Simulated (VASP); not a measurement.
# GaSn4 (Im-3m) in VASP: notebook, part 2 of 2

VASP 6.6.1.

### 3 Single point, PBE

This run uses another cell than the first one, of 26.38 Å³/atom.

Input file INCAR:

```
PREC = Accurate
ENCUT = 520
EDIFF = 1E-6
ISMEAR = 0
SIGMA = 0.1
LREAL = F
LASPH = T
NELM = 100
ALGO = Normal
ISIF = 2
LWAVE = F
LCHARG = F
GGA = PE
NBANDS = 42
```

Input file KPOINTS:

```
Automatic mesh
0
Gamma
  4 4 4
```

Input file POSCAR:

```
GaSn4
1.0
   -3.2067509600      3.2067509600      3.2067509600
    3.2067509600     -3.2067509600      3.2067509600
    3.2067509600      3.2067509600     -3.2067509600
Ga Sn
1 4
Direct
    0.0000000000      0.0000000000      0.0000000000
    0.0000000000      0.0000000000      0.5000000000
    0.5000000000      0.0000000000      0.0000000000
    0.0000000000      0.5000000000      0.0000000000
    0.5000000000      0.5000000000      0.5000000000
```

Potentials or basis: VASP PAW PBE potentials, release 64 (Ga_d, Sn_d).

Run with:

```
> cat potpaw_PBE.64/Ga_d/POTCAR potpaw_PBE.64/Sn_d/POTCAR > POTCAR
> mpirun -np 1 vasp_std > vasp.out
```

OUTCAR:

```text
PREC = Accurate
   ENCUT = 520
   EDIFF = 1E-6
   ISMEAR = 0
   LREAL = F
   LASPH = T
   NELM = 100
   ISIF = 2
   GGA = PE

 ion  position               nearest neighbor table
   1  0.000  0.000  0.000-   2 2.78   3 2.78   4 2.78   5 2.78   2 2.78   4 2.78   3 2.78   5 2.78

   2  0.000  0.000  0.500-   1 2.78   1 2.78   4 3.21   5 3.21   3 3.21   4 3.21   3 3.21   5 3.21

   3  0.500  0.000  0.000-   1 2.78   1 2.78   4 3.21   5 3.21   5 3.21   2 3.21   2 3.21   4 3.21

   4  0.000  0.500  0.000-   1 2.78   1 2.78   3 3.21   5 3.21   2 3.21   2 3.21   5 3.21   3 3.21

   5  0.500  0.500  0.500-   1 2.78   1 2.78   3 3.21   4 3.21   3 3.21   4 3.21   2 3.21   2 3.21

  LATTYP: Found a body centered cubic cell.
 ALAT       =     6.4135019200

  Lattice vectors:

 A1 = (  -3.2067509600,   3.2067509600,   3.2067509600)
 A2 = (   3.2067509600,  -3.2067509600,   3.2067509600)
 A3 = (   3.2067509600,   3.2067509600,  -3.2067509600)

Analysis of symmetry for initial positions (statically):
=====================================================================
 Subroutine PRICEL returns:
 Original cell was already a primitive cell.

 Routine SETGRP: Setting up the symmetry group for a
 body centered cubic supercell.

 Subroutine GETGRP returns: Found 48 space group operations
 (whereof 48 operations were pure point group operations)
 out of a pool of 48 trial point group operations.

The static configuration has the point symmetry O_h .

Analysis of symmetry for dynamics (positions and initial velocities):
=====================================================================
 Subroutine PRICEL returns:
 Original cell was already a primitive cell.

 Routine SETGRP: Setting up the symmetry group for a
 body centered cubic supercell.

 Subroutine GETGRP returns: Found 48 space group operations
 (whereof 48 operations were pure point group operations)
 out of a pool of 48 trial point group operations.

The dynamic configuration has the point symmetry O_h .

 Subroutine INISYM returns: Found 48 space group operations
 (whereof 48 operations are pure point group operations),
 and found     1 'primitive' translations

----------------------------------------------------------------------------------------

                                     Primitive cell

  volume of cell :     131.9033

  direct lattice vectors                    reciprocal lattice vectors
    -3.206750960  3.206750960  3.206750960     0.000000000  0.155921057  0.155921057
     3.206750960 -3.206750960  3.206750960     0.155921057  0.000000000  0.155921057
     3.206750960  3.206750960 -3.206750960     0.155921057  0.155921057  0.000000000

  length of vectors
     5.554255590  5.554255590  5.554255590     0.220505674  0.220505674  0.220505674

  position of ions in fractional coordinates (direct lattice)
     0.000000000  0.000000000  0.000000000
     0.000000000  0.000000000  0.500000000
     0.500000000  0.000000000  0.000000000
     0.000000000  0.500000000  0.000000000
     0.500000000  0.500000000  0.500000000

  ion indices of the primitive-cell ions
   primitive index   ion index
                 1           1
                 2           2
[... 27 lines left out ...]

 Found      8 irreducible k-points:

 Following reciprocal coordinates:
            Coordinates               Weight
  0.000000  0.000000  0.000000      1.000000
  0.250000  0.000000  0.000000     12.000000
  0.500000  0.000000  0.000000      6.000000
  0.250000  0.250000  0.000000     24.000000
  0.250000  0.250000  0.250000      2.000000
 -0.250000  0.250000  0.250000      6.000000
  0.500000  0.500000  0.250000     12.000000
  0.500000  0.500000  0.500000      1.000000
   k-points           NKPTS =      8   k-points in BZ     NKDIM =      8   number of bands    NBANDS=     42
   number of dos      NEDOS =    301   number of ions     NIONS =      5
   total plane-waves  NPLWV =  74088
   dimension x,y,z NGX =    42 NGY =   42 NGZ =   42
   dimension x,y,z NGXF=    84 NGYF=   84 NGZF=   84
   ions per type =               1   4
   NGX,Y,Z   is equivalent  to a cutoff of  12.57, 12.57, 12.57 a.u.
   NGXF,Y,Z  is equivalent  to a cutoff of  25.14, 25.14, 25.14 a.u.
 SYSTEM =  unknown system
   PREC   = accura    normal or accurate (medium, high low for compatibility)
   ISTART =      0    job   : 0-new  1-cont  2-samecut
   ICHARG =      2    charge: 1-file 2-atom 10-const
   ISPIN  =      1    spin polarized calculation?
   LNONCOLLINEAR =      F non collinear calculations
   LSORBIT =      F    spin-orbit coupling
   LASPH  =      T    aspherical Exc in radial PAW
   ENCUT  =  520.0 eV  38.22 Ry    6.18 a.u.  10.33 10.33 10.33*2*pi/ulx,y,z
   NELM   =    100;   NELMIN=  2; NELMDL= -5     # of ELM steps
   EDIFF  = 0.1E-05   stopping-criterion for ELM
   LREAL  =      F    real-space projection
   EDIFFG = 0.1E-04   stopping-criterion for IOM
   NSW    =      0    number of steps for IOM
   IBRION =     -1    ionic relax: 0-MD 1-quasi-New 2-CG
   NFREE  =      0    steps in history (QN), initial steepest desc. (CG)
   ISIF   =      2    stress and relaxation
   ISYM   =      2    0-nonsym 1-usesym 2-fastsym
   POTIM  = 0.5000    time-step for ionic-motion
   TEBEG  =    0.0;   TEEND  =   0.0 temperature during run
   PSTRESS=    0.0 pullay stress
   NELECT =      69.0000    total number of electrons
   NUPDOWN=      -1.0000    fix difference up-down
   EMIN   =  10.00;   EMAX   =-10.00  energy-range for DOS
   EFERMI =   0.00;   METHOD = LEGACY
   ISMEAR =     0;   SIGMA  =   0.10  broadening in eV -4-tet -1-fermi 0-gaus
   EFERMI_NEDOS =   21; number of points for ismear=-14 and -15
   IALGO  =     38    algorithm
   IMIX   =      4    mixing-type and parameters
     AMIX     =   0.40;   BMIX     =  1.00
     AMIX_MAG =   1.60;   BMIX_MAG =  1.00
  volume/ion in A,a.u.               =      26.38       178.03
  Fermi-wavevector in a.u.,A,eV,Ry     =   1.319085  2.492708 23.673920  1.739984
  Thomas-Fermi vector in A             =   2.449008
   LORBIT       =      0    0 simple, 1 ext, 2 COOP (PROOUT), +10 PAW based schemes
   GGA     = PE    functional components
   LHFCALC =     F    Hartree Fock is set to
   AEXX    =    0.0000 exact exchange contribution
   IVDW    =     0    specifies the selected vdW correction
   LEPSILON=     F    determine dielectric tensor
   LRPA    =     F    only Hartree local field effects (RPA)
 non-spin polarized calculation
 Gauss-broadening in eV      SIGMA  =   0.10
  energy-cutoff  :      520.00
  volume of cell :      131.90
 maximum number of plane-waves:      3569
 NGX is ok and might be reduce to    42
   NGX = 21   NGY = 21   NGZ = 21

 number of electron      69.0000050 magnetization

 Free energy of the ion-electron system (eV)
  ---------------------------------------------------
  ext. energy  EPLUGINS =         0.00000000
  ---------------------------------------------------
  free energy    TOTEN  =       -17.27833423 eV

  energy without entropy =      -17.27358982  energy(sigma->0) =      -17.27596202

 E-fermi :   7.4465     XC(G=0): -10.1337

 val. band max:        7.2819174400   @ k =   0.5000   0.5000   0.2500
 cond. band min:       7.5141081073   @ k =   0.5000   0.0000   0.0000
 fundamental gap:      0.2321906673
 Fermi energy:         7.4465291150

 k-point     1 :       0.0000    0.0000    0.0000
  band No.  band energies     occupation
      1     -14.4371      2.00000
      2     -14.4371      2.00000
      3     -14.4010      2.00000
      4     -14.3308      2.00000
      5     -14.3308      2.00000
      6     -14.3217      2.00000
[... 349 lines left out ...]
     41      13.1193      0.00000
     42      13.1194      0.00000

------------------------ aborting loop because EDIFF is reached ----------------------------------------

  FORCE on cell =-STRESS in cart. coord.  units (eV):
  Direction    XX          YY          ZZ          XY          YZ          ZX
  --------------------------------------------------------------------------------------
  -------------------------------------------------------------------------------------
  Total        4.3407367      4.3407367      4.3407367      0.0000000     -0.0000000      0.0000000
  in kB       52.7252114     52.7252114     52.7252114      0.0000000     -0.0000000      0.0000000
  external PRESSURE =      52.7252114 kB  Pullay stress =       0.0000000 kB

 VOLUME and BASIS-vectors are now :
 -----------------------------------------------------------------------------
  energy-cutoff  :      520.00
  volume of cell :      131.90
      direct lattice vectors                 reciprocal lattice vectors
    -3.206750960  3.206750960  3.206750960     0.000000000  0.155921057  0.155921057
     3.206750960 -3.206750960  3.206750960     0.155921057  0.000000000  0.155921057
     3.206750960  3.206750960 -3.206750960     0.155921057  0.155921057  0.000000000

 POSITION                                       TOTAL-FORCE (eV/Angst)
 -----------------------------------------------------------------------------------
      0.00000      0.00000      0.00000         0.000000     -0.000000     -0.000000
      1.60338      1.60338     -1.60338        -0.000000     -0.000000      0.000000
     -1.60338      1.60338      1.60338         0.000000     -0.000000     -0.000000
      1.60338     -1.60338      1.60338         0.000000      0.000000     -0.000000
      1.60338      1.60338      1.60338        -0.000000      0.000000      0.000000
 -----------------------------------------------------------------------------------
    total drift:                               -0.000000     -0.000000      0.000000

  FREE ENERGIE OF THE ION-ELECTRON SYSTEM (eV)
  ---------------------------------------------------
  free  energy   TOTEN  =       -17.2783342293 eV

  energy  without entropy=      -17.2735898186  energy(sigma->0) =      -17.27596202
```

stdout:

```text
POSCAR found type information on POSCAR GaSn
 POSCAR found :  2 types and       5 ions
 scaLAPACK will be used
 LDA part: xc-table for (Slater+PW92), standard interpolation
 POSCAR, INCAR and KPOINTS ok, starting setup
 FFT: planning ... GRIDC
 FFT: planning ... GRID_SOFT
 FFT: planning ... GRID
 WAVECAR not read
 entering main loop
```

It took 84 s on 1 thread of Intel Xeon 8259CL, shared host; peak memory 0.26 GiB.

Results:

```yaml
Free_energy: -17.2783 eV
Pressure: 5.3 GPa
Band_gap_on_the_k_mesh: zero (an odd number of electrons rules out a gap without spin polarisation)
```

Caveat: the cell stands under pressure; spin-orbit coupling is left out, which moves the levels of the heavy elements.

### 4 Single point, PBE

Input file INCAR:

```
ALGO     = Normal         # electronic algorithm
EDIFF    = 1E-6           # SCF threshold, eV
ENCUT    = 520            # plane-wave cutoff, eV
GGA      = PE             # functional
ISIF     = 2              # what is computed and relaxed
ISMEAR   = 0              # smearing method
LASPH    = True           # aspherical terms in the spheres
LCHARG   = False          # write CHGCAR
LREAL    = False          # projectors in reciprocal space
LWAVE    = False          # write WAVECAR
NBANDS   = 42             # bands
NELM     = 60             # most SCF steps
PREC     = Accurate       # precision mode
SIGMA    = 0.1            # smearing width, eV
```

Input file KPOINTS:

```
k-points
0
Gamma
  4 4 4
```

Changes to POSCAR since step 3:

```diff
@@ -2,5 +2,5 @@
 1.0
-   -3.2067509600      3.2067509600      3.2067509600
-    3.2067509600     -3.2067509600      3.2067509600
-    3.2067509600      3.2067509600     -3.2067509600
+   -3.3283317088      3.3283317088      3.3283317088
+    3.3283317088     -3.3283317088      3.3283317088
+    3.3283317088      3.3283317088     -3.3283317088
 Ga Sn
```

Run with:

```
> cat potpaw_PBE.64/Ga_d/POTCAR potpaw_PBE.64/Sn_d/POTCAR > POTCAR
> mpirun -np 1 vasp_std > vasp.out
```

It took 2 min on 1 thread of Intel Xeon 8259CL, shared host; peak memory 0.32 GiB.

It converged, with:

| Property | Result |
| --- | --- |
| Free energy | -17.4921 eV |
| Pressure | -0.3 GPa |
| Band gap on the k mesh | zero (an odd number of electrons rules out a gap without spin polarisation) |

Levels at points of the mesh, in eV from the Fermi level:
| k point | band 31 | band 32 | band 33 | band 34 | band 35 | band 36 | band 37 | band 38 |
| --- | --- | --- | --- | --- | --- | --- | --- | --- |
| (0.00, 0.00, 0.00) | -3.76 | -3.76 | -3.40 | -1.97 | -1.97 | -1.97 | 2.57 | 2.57 |
| (0.50, 0.00, 0.00) | -3.64 | -1.17 | -1.04 | -0.18 | 0.15 | 0.61 | 1.15 | 1.69 |
| (0.50, 0.50, 0.50) | -3.85 | -3.03 | -0.54 | -0.54 | -0.54 | 2.47 | 2.47 | 2.47 |

Caveat: spin-orbit coupling is left out, which moves the levels of the heavy elements.

### 5 Relaxation of cell and atoms, PBE

This run uses another cell than the first one, of 26.38 Å³/atom.

Input file INCAR:

```
SYSTEM = GaSn4
PREC = Accurate
ENCUT = 600
EDIFF = 1E-6
ISMEAR = 0
SIGMA = 0.1
LREAL = .False.
LASPH = .True.
NELM = 60
ALGO = Fast
ISIF = 3
LWAVE = .False.
LCHARG = .False.
GGA = PE
IBRION = 2
NSW = 90
EDIFFG = -0.04
```

Input file KPOINTS:

```
regular mesh
0
Gamma
  4 4 4
  0 0 0
```

Changes to POSCAR since step 4:

```diff
@@ -2,5 +2,5 @@
 1.0
-   -3.3283317088      3.3283317088      3.3283317088
-    3.3283317088     -3.3283317088      3.3283317088
-    3.3283317088      3.3283317088     -3.3283317088
+   -3.2067509600      3.2067509600      3.2067509600
+    3.2067509600     -3.2067509600      3.2067509600
+    3.2067509600      3.2067509600     -3.2067509600
 Ga Sn
```

Run with:

```
> cat potpaw_PBE.64/Ga_d/POTCAR potpaw_PBE.64/Sn_d/POTCAR > POTCAR
> mpirun -np 1 vasp_std > vasp.out
```

Wall time 6.7 min (1 thread of Intel Xeon 8259CL, shared host); peak memory 0.35 GiB.

The run converged. Its results:

```yaml
Free_energy: -17.4903 eV
Relaxed_volume: 29.23 Å³/atom
Relaxed_cell: a = 5.747 Å, b = 5.747 Å, c = 5.747 Å, α = 109.47°, β = 109.47°, γ = 109.47°
Space_group_after_relaxing_to_0.1_Å: Im-3m (No. 229)
Energy_gained_by_relaxing: 42.4 meV/atom
Ionic_steps: 3
Pressure_after_relaxing: 0.0 GPa
Band_gap_on_the_k_mesh: zero (an odd number of electrons rules out a gap without spin polarisation)
```

The path:
| step | energy change (eV) | largest force (eV/Å) | pressure (GPa) | volume (Å³) |
| --- | --- | --- | --- | --- |
| 1 | 0.0000 | 0.0000 | 5.30 | 131.90 |
| 2 | -0.2047 | 0.0000 | -0.76 | 149.28 |
| 3 | -0.2120 | 0.0000 | 0.03 | 146.14 |

Final structure:
```yaml
crystal:
  lattice:
    - [-3.31820, 3.31820, 3.31820]
    - [3.31820, -3.31820, 3.31820]
    - [3.31820, 3.31820, -3.31820]
  atoms:
    - { symbol: Ga, position: [0.00000, 0.00000, 0.00000] }
    - { symbol: Sn, position: [0.00000, 0.00000, 0.50000] }
    - { symbol: Sn, position: [0.50000, 0.00000, 0.00000] }
    - { symbol: Sn, position: [0.00000, 0.50000, 0.00000] }
    - { symbol: Sn, position: [0.50000, 0.50000, 0.50000] }
```

Levels at points of the mesh, in eV from the Fermi level:
```tsv
k point	band 31	band 32	band 33	band 34	band 35	band 36	band 37	band 38
(0.00, 0.00, 0.00)	-3.81	-3.81	-3.41	-2.00	-2.00	-2.00	2.55	2.55
(0.50, 0.00, 0.00)	-3.69	-1.18	-1.07	-0.20	0.15	0.63	1.15	1.69
(0.50, 0.50, 0.50)	-3.90	-2.99	-0.55	-0.55	-0.55	2.47	2.47	2.47
```

Caveat: spin-orbit coupling is left out, which moves the levels of the heavy elements.

### 6 Overview

```tsv
task	cell	k mesh	cutoff (eV)	gap on the mesh (eV)	pressure (GPa)
relaxation of cell and atoms	relaxed from a = 5.765 Å, angles 109.5°, 5 atoms	8 × 8 × 8	600	none	0.0
single point	a = 5.554 Å, angles 109.5°, 5 atoms	4 × 4 × 4	520	none	5.3
single point	a = 5.765 Å, angles 109.5°, 5 atoms	4 × 4 × 4	520	none	-0.3
relaxation of cell and atoms	relaxed from a = 5.554 Å, angles 109.5°, 5 atoms	4 × 4 × 4	600	none	0.0
```

Alike in all rows: level PBE; potentials or basis VASP PAW PBE potentials, release 64 (Ga_d, Sn_d); no spin polarisation; smearing gaussian 0.1 eV.

Caveats: spin-orbit coupling is left out, which moves the levels of the heavy elements; the relaxation stopped at its first step, so nothing moved (at least some runs); the cell stands under pressure (at least some runs).

Total energies depend on the potentials used, so only differences within one code and one set of settings carry meaning.
